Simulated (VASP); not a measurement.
# SiC (I-4m2) in VASP: a series of runs, part 2 of 2

VASP 6.6.1. Earlier steps stand in the parts before.

## (4) Single point, PBE

Input file INCAR:

```
SYSTEM = SiC
PREC = Accurate ; ENCUT = 520
EDIFF = 1E-6 ; ISMEAR = 0
SIGMA = 0.02 ; LREAL = .FALSE.
LASPH = .TRUE. ; NELM = 80
ALGO = Normal ; ISIF = 2
LWAVE = .FALSE. ; LCHARG = .FALSE.
GGA = PE ; NBANDS = 16
```

Input file KPOINTS:

```
regular mesh
0
G
  10 10 6
  0 0 0
```

Input file POSCAR:

```
SiC
1.0
    2.1679643412      2.1679643412      0.0000000000
   -2.1679643412      2.1679643412      0.0000000000
    0.0000000000      0.0000000000      4.4084582277
Si C
2 2
Direct
    0.5000000000      0.0000000000      0.7500000000
    0.0000000000      0.5000000000      0.2500000000
    0.0000000000      0.0000000000      0.0000000000
    0.5000000000      0.5000000000      0.5000000000
```

On the command line:

```
$ cat potpaw_PBE.64/Si/POTCAR potpaw_PBE.64/C/POTCAR > POTCAR
$ mpirun -np 1 vasp_std > vasp.out
```

It took 16 s on 1 thread of Intel Xeon 6975P-C (Granite Rapids), shared host; peak memory 0.17 GiB.

The run converged. Its results:

```
Free energy            : -30.1105 eV
Pressure               : 2.9 GPa
Band gap on the k mesh : 1.27 eV
```

Stress tensor (GPa, compression positive):
```
 4.36  0.00  0.00
 0.00  4.36  0.00
 0.00  0.00 -0.06
```

Levels at points of the mesh, in eV from the valence-band top:
```csv
k point,band 6,band 7,band 8,band 9,band 10,band 11
"(0.00, 0.00, 0.00)",-0.12,0.00,0.00,1.42,4.47,6.18
"(0.50, 0.00, 0.00)",-4.47,-1.11,-1.11,5.63,5.63,8.70
"(0.50, 0.50, 0.00)",-3.29,-3.27,-3.27,1.27,1.27,4.18
"(0.00, 0.00, 0.50)",-1.88,-1.88,-1.88,4.03,4.03,6.39
"(0.50, 0.00, 0.50)",-1.19,-0.99,-0.99,5.35,5.35,7.09
"(0.50, 0.50, 0.50)",-5.00,-4.72,-4.72,5.02,5.02,9.12
```

A k mesh can miss the band edges. A hybrid or GW would open this gap; PBE tends to underestimate it.

## (5) Single point, PBE (biaxial strain in the a-b plane: +1.0 %, then relaxed in part)

Input file INCAR:

```
SYSTEM = SiC
PREC = Accurate
ENCUT = 520
EDIFF = 1E-6
ISMEAR = 0
SIGMA = 0.02
LREAL = .False.
LASPH = .True.
NELM = 80
ALGO = Normal
ISIF = 2
LWAVE = .False.
LCHARG = .False.
GGA = PE
NBANDS = 16
```

Input file KPOINTS:

```
Automatic mesh
0
Gamma
  10 10 6
  0 0 0
```

Input file POSCAR:

```
SiC
1.0
    2.2117616006      2.2117616006      0.0000000000
   -2.2117616006      2.2117616006      0.0000000000
    0.0000000000      0.0000000000      4.3503459015
Si C
2 2
Direct
    0.5000000000      0.0000000000      0.7500000000
    0.0000000000      0.5000000000      0.2500000000
    0.0000000000      0.0000000000      0.0000000000
    0.5000000000      0.5000000000      0.5000000000
```

Potentials or basis: VASP PAW PBE potentials, release 64 (Si, C).

On the command line:

```
$ cat potpaw_PBE.64/Si/POTCAR potpaw_PBE.64/C/POTCAR > POTCAR
$ mpirun -np 1 vasp_std > vasp.out
```

OUTCAR:

```text
SYSTEM = SiC
   PREC = Accurate
   ENCUT = 520
   EDIFF = 1E-6
   ISMEAR = 0
   LREAL = .False.
   LASPH = .True.
   NELM = 80
   ISIF = 2
   GGA = PE

 ion  position               nearest neighbor table
   1  0.500  0.000  0.750-   3 1.90   4 1.90   4 1.90   3 1.90   2 3.10   2 3.10   2 3.10   2 3.10
                             2 3.10   2 3.10   2 3.10   2 3.10
   2  0.000  0.500  0.250-   3 1.90   4 1.90   3 1.90   4 1.90   1 3.10   1 3.10   1 3.10   1 3.10
                             1 3.10   1 3.10   1 3.10   1 3.10
   3  0.000  0.000  0.000-   1 1.90   2 1.90   2 1.90   1 1.90
   4  0.500  0.500  0.500-   1 1.90   2 1.90   1 1.90   2 1.90

  LATTYP: Found a simple tetragonal cell.
 ALAT       =     3.1279032523
 C/A-ratio  =     1.3908185614

  Lattice vectors:

 A1 = (   2.2117616006,   2.2117616006,   0.0000000000)
 A2 = (  -2.2117616006,   2.2117616006,   0.0000000000)
 A3 = (   0.0000000000,   0.0000000000,   4.3503459015)

Analysis of symmetry for initial positions (statically):
=====================================================================
 Subroutine PRICEL returns following result:

  LATTYP: Found a body centered tetragonal cell.
 ALAT       =     3.1279032523
 C/A-ratio  =     1.3908185614

  Lattice vectors:

 A1 = (   0.0000000000,  -2.2117616006,  -2.1751729507)
 A2 = (   0.0000000000,   2.2117616006,  -2.1751729508)
 A3 = (   2.2117616006,   0.0000000000,   2.1751729508)

   2 primitive cells build up your supercell.

 Routine SETGRP: Setting up the symmetry group for a
 simple tetragonal supercell.

 Subroutine GETGRP returns: Found  8 space group operations
 (whereof  8 operations were pure point group operations)
 out of a pool of 16 trial point group operations.

The static configuration has the point symmetry D_2d.

Analysis of symmetry for dynamics (positions and initial velocities):
=====================================================================
 Subroutine PRICEL returns following result:

  LATTYP: Found a body centered tetragonal cell.
[... 135 lines left out ...]
   IALGO  =     38    algorithm
   IMIX   =      4    mixing-type and parameters
     AMIX     =   0.40;   BMIX     =  1.00
     AMIX_MAG =   1.60;   BMIX_MAG =  1.00
  volume/ion in A,a.u.               =      10.64        71.81
  Fermi-wavevector in a.u.,A,eV,Ry     =   1.181512  2.232733 18.993323  1.395970
  Thomas-Fermi vector in A             =   2.317784
   LORBIT       =      0    0 simple, 1 ext, 2 COOP (PROOUT), +10 PAW based schemes
   GGA     = PE    functional components
   LHFCALC =     F    Hartree Fock is set to
   AEXX    =    0.0000 exact exchange contribution
   IVDW    =     0    specifies the selected vdW correction
   LEPSILON=     F    determine dielectric tensor
   LRPA    =     F    only Hartree local field effects (RPA)
 non-spin polarized calculation
 Gauss-broadening in eV      SIGMA  =   0.02
  energy-cutoff  :      520.00
  volume of cell :       42.56
 maximum number of plane-waves:      1172
 NGX is ok and might be reduce to    24
   NGX = 11   NGY = 11   NGZ = 17

 number of electron      15.9999999 magnetization

 Free energy of the ion-electron system (eV)
  ---------------------------------------------------
  ext. energy  EPLUGINS =         0.00000000
  ---------------------------------------------------
  free energy    TOTEN  =       -30.11091805 eV

  energy without entropy =      -30.11091805  energy(sigma->0) =      -30.11091805

 E-fermi :   7.9522     XC(G=0): -11.2343

 val. band max:        7.8687857399   @ k =   0.0000   0.0000   0.0000
 cond. band min:       9.0809306235   @ k =   0.0000   0.0000   0.0000
 fundamental gap:      1.2121448836
 Fermi energy:         7.9521626052

 k-point     1 :       0.0000    0.0000    0.0000
  band No.  band energies     occupation
      1      -7.3893      2.00000
      2      -2.4202      2.00000
      3       0.2243      2.00000
      4       4.5495      2.00000
      5       4.5495      2.00000
      6       7.7593      2.00000
[... 433 lines left out ...]
      3       0.9588      2.00000
      4       3.3334      2.00000
      5       4.9512      2.00000
      6       5.0618      2.00000
[... 8 lines left out ...]
     15      19.2596      0.00000
     16      19.2731      0.00000

 [... further k-points ...]
[... 5 lines left out ...]
  --------------------------------------------------------------------------------------
  -------------------------------------------------------------------------------------
  Total       -1.1071675     -1.1071675     -0.0116005      0.0000000      0.0000000      0.0000000
  in kB      -41.6767171    -41.6767171     -0.4366732      0.0000000      0.0000000      0.0000000
  external PRESSURE =     -27.9300358 kB  Pullay stress =       0.0000000 kB

 VOLUME and BASIS-vectors are now :
 -----------------------------------------------------------------------------
  energy-cutoff  :      520.00
  volume of cell :       42.56
      direct lattice vectors                 reciprocal lattice vectors
     2.211761601  2.211761601  0.000000000     0.226064147  0.226064147  0.000000000
    -2.211761601  2.211761601  0.000000000    -0.226064147  0.226064147  0.000000000
     0.000000000  0.000000000  4.350345901     0.000000000  0.000000000  0.229866779

 POSITION                                       TOTAL-FORCE (eV/Angst)
 -----------------------------------------------------------------------------------
      1.10588      1.10588      3.26276         0.000000      0.000000     -0.000000
     -1.10588      1.10588      1.08759         0.000000      0.000000      0.000000
      0.00000      0.00000      0.00000        -0.000000     -0.000000     -0.000000
      0.00000      2.21176      2.17517         0.000000      0.000000      0.000000
 -----------------------------------------------------------------------------------
    total drift:                               -0.000000      0.000000     -0.000000

  FREE ENERGIE OF THE ION-ELECTRON SYSTEM (eV)
  ---------------------------------------------------
  free  energy   TOTEN  =       -30.1109180536 eV

  energy  without entropy=      -30.1109180536  energy(sigma->0) =      -30.11091805
```

stdout:

```text
POSCAR found type information on POSCAR SiC
 POSCAR found :  2 types and       4 ions
 scaLAPACK will be used
 LDA part: xc-table for (Slater+PW92), standard interpolation
 POSCAR, INCAR and KPOINTS ok, starting setup
 FFT: planning ... GRIDC
 FFT: planning ... GRID_SOFT
 FFT: planning ... GRID
 WAVECAR not read
 entering main loop
```

It took 15 s on 1 thread of Intel Xeon 6975P-C (Granite Rapids), shared host; peak memory 0.17 GiB.

Results:

- Free energy: -30.1109 eV
- Pressure: -2.8 GPa
- Band gap on the k mesh: 1.21 eV

Caveat: the cell differs from its parent crystal (biaxial strain in the a-b plane: +1.0 %, then relaxed in part).

## (6) Single point, PBE (biaxial strain in the a-b plane: +1.0 %)

Input file INCAR:

```
SYSTEM = SiC
PREC = Accurate
ENCUT = 520
EDIFF = 1E-7
ISMEAR = 0
SIGMA = 0.02
LREAL = .False.
LASPH = .True.
NELM = 100
ALGO = Normal
ISIF = 2
LWAVE = .False.
LCHARG = .True.
GGA = PE
LELF = .True.
LVHAR = .True.
NBANDS = 16
```

KPOINTS is that of step 5.

Edit POSCAR of step 5 so:

```diff
@@ -4,3 +4,3 @@
    -2.2117616006      2.2117616006      0.0000000000
-    0.0000000000      0.0000000000      4.3503459015
+    0.0000000000      0.0000000000      4.3534475861
 Si C
```

Potentials or basis: VASP PAW PBE potentials, release 64 (Si, C).

On the command line:

```
$ cat potpaw_PBE.64/Si/POTCAR potpaw_PBE.64/C/POTCAR > POTCAR
$ mpirun -np 1 vasp_std > vasp.out
```

It took 17 s on 1 thread of Intel Xeon 6975P-C (Granite Rapids), shared host; peak memory 0.17 GiB.

The run converged. Its results:

```
Free energy            : -30.1109 eV
Pressure               : -2.9 GPa
Band gap on the k mesh : 1.22 eV
```

Stress tensor (GPa, compression positive):
```
-4.25  0.00  0.00
 0.00 -4.25  0.00
 0.00  0.00 -0.30
```

Levels at points of the mesh, in eV from the valence-band top:
```tsv
k point	band 5	band 6	band 7	band 8	band 9	band 10	band 11	band 12
(0.00, 0.00, 0.00)	-3.31	-0.10	-0.10	0.00	1.22	3.97	5.83	7.01
(0.50, 0.00, 0.00)	-4.23	-4.23	-1.35	-1.35	5.22	5.22	8.46	8.46
(0.50, 0.50, 0.00)	-3.16	-3.16	-3.13	-3.13	1.36	1.36	4.24	4.24
(0.00, 0.00, 0.50)	-2.05	-2.05	-2.05	-2.05	3.87	3.87	6.07	6.07
(0.50, 0.00, 0.50)	-1.21	-1.21	-1.02	-1.02	5.08	5.08	6.93	6.93
(0.50, 0.50, 0.50)	-4.95	-4.95	-4.65	-4.65	5.24	5.24	9.21	9.21
```

Caveat: the cell differs from its parent crystal (biaxial strain in the a-b plane: +1.0 %). A k mesh can miss the band edges.

## (7) Overview

| cell | gap on the mesh (eV) | pressure (GPa) |
| --- | --- | --- |
| a = 3.066, b = 3.066, c = 4.408 Å, 4 atoms | 1.27 | 2.9 |
| a = 3.066, b = 3.066, c = 4.406 Å, 4 atoms | 1.27 | 3.0 |
| a = 3.128, b = 3.128, c = 4.350 Å, 4 atoms | 1.21 | -2.8 |
| a = 3.128, b = 3.128, c = 4.353 Å, 4 atoms | 1.22 | -2.9 |

Alike in all rows: task single point; level PBE; potentials or basis VASP PAW PBE potentials, release 64 (Si, C); no spin polarisation; k mesh 10 × 10 × 6; cutoff (eV) 520; smearing gaussian 0.02 eV.

Absolute energies hang on the potentials; compare differences alone.
